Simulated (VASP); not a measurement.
Write the native input for VASP 6.6.1 that does the following.

```yaml
Task: single point
Functional: PBE
Dispersion: D3(BJ)
Potentials_or_basis: VASP PAW PBE potentials, release 64 (P)
Cutoff: 520 eV
k_mesh: 14 × 14 × 10
Occupations: gaussian, width 0.1 eV
Spin: no spin polarisation
Dipole_correction: no
Further_INCAR_settings: ALGO = Normal; EDIFF = 1e-07; NBANDS = 18
```

The structure of P lies in POSCAR:

```
P
1.0
    1.6635448693     -5.0384563779      0.0000000000
    1.6635448693      5.0384563779      0.0000000000
    0.0000000000      0.0000000000      4.0818217270
P
4
Direct
    0.8920760516      0.1079239484      0.0686490365
    0.6079239484      0.3920760516      0.5686490365
    0.1079239484      0.8920760516      0.9313509635
    0.3920760516      0.6079239484      0.4313509635
```

The input as run:

INCAR

```
PREC = Accurate
ENCUT = 520
EDIFF = 1E-7
ISMEAR = 0
SIGMA = 0.1
LREAL = False
LASPH = True
NELM = 80
ALGO = Normal
ISIF = 2
LWAVE = False
LCHARG = True
GGA = PE
IVDW = 12
LELF = True
LVHAR = True
NBANDS = 18
```

KPOINTS

```
regular mesh
0
Gamma
  14 14 10
```

Potentials or basis: VASP PAW PBE potentials, release 64 (P).

The run is started by

```console
$ cat potpaw_PBE.64/P/POTCAR > POTCAR
$ mpirun -np 1 vasp_std > vasp.out
```

It gave:

The pressure is 0.5 GPa. The largest force is 0.063 eV/Å and the band gap on the k mesh is zero (bands 10 and 11 overlap by 0.28 eV). The dispersion energy per atom is -0.411 eV.

Wall time 3.7 min on 1 thread of Intel(R) Xeon(R) 6975P-C (Granite Rapids) (shared host), peak memory 0.41 GiB.
